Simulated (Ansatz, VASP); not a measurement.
# One calculation of ZnNi, two programs

Contents of INCAR:

```
SYSTEM = ZnNi
PREC = Accurate ; ENCUT = 600
EDIFF = 1E-6 ; ISMEAR = 1
SIGMA = 0.01 ; LREAL = .False.
LASPH = .True. ; NELM = 200
ALGO = Normal ; ISIF = 2
LWAVE = .False. ; LCHARG = .False.
ISPIN = 2 ; MAGMOM = 0 0 0.08 0.08
LORBIT = 11 ; LMAXMIX = 4
NBANDS = 34 ; GGA_COMPAT = .False.
```

Contents of KPOINTS:

```
regular mesh
0
Gamma
  8 8 4
  0 0 0
```

POSCAR

```
ZnNi
1.0
    2.9083000000      0.0000000000      0.0000000000
    0.0000000000      2.9083000000      0.0000000000
    0.0000000000      0.0000000000      5.8166000000
Zn Ni
2 2
Direct
    0.5000000000      0.5000000000      0.2500000000
    0.5000000000      0.5000000000      0.7500000000
    0.0000000000      0.0000000000      0.0000000000
    0.0000000000      0.0000000000      0.5000000000
```

Input for Ansatz:

```yaml
crystal:
  lattice:
    - [2.9083, 0.0, 0.0]
    - [0.0, 2.9083, 0.0]
    - [0.0, 0.0, 2.9083]
  atoms:
    - { symbol: Zn, position: [0.5, 0.5, 0.5], spin: 0.0 }
    - { symbol: Ni, position: [0.0, 0.0, 0.0], spin: 1.5 }
  supercell: [1, 1, 2]
kpoints:
  mp_grid:
    grid: [8, 8, 4]
hamiltonian:
  xc: lda
magnetization:
  spin_polarized: true
scf:
  occupations:
    method: cold
    width: 0.01
```

Alike in both runs: task single point; functional LDA; k mesh 8 × 8 × 4; collinear spin.

|  | VASP | Ansatz |
| --- | --- | --- |
| version | VASP 6.6.1 | Ansatz 0.2.0 |
| potentials or method | VASP PAW LDA potentials, release 64 (Zn, Ni) | plane waves, PAW |
| plane-wave cutoff (eV) | 600 | 420 |
| occupations | methfessel-paxton of order 1, width 0.01 eV | cold, width 0.01 eV |
| valence electrons in the cell | 44 | 60 |

|  | VASP | Ansatz | Ansatz less VASP |
| --- | --- | --- | --- |
| net moment per atom (μB) | 0.04 | 0.04 | -0.001 |
| size of the moment on the site where the two differ most (μB) | 0.08 | 0.07 | -0.004 |

LDA's correlation is that of Perdew and Zunger in VASP and of Perdew and Wang (1992) in Ansatz. Site moments also hang on the region over which each program counts them. VASP's potentials hold 44 valence electrons a cell and Ansatz's 60, so a difference there can come from the potentials and not from the codes. Ansatz's warnings: seeded moment not kept, stability check not made.
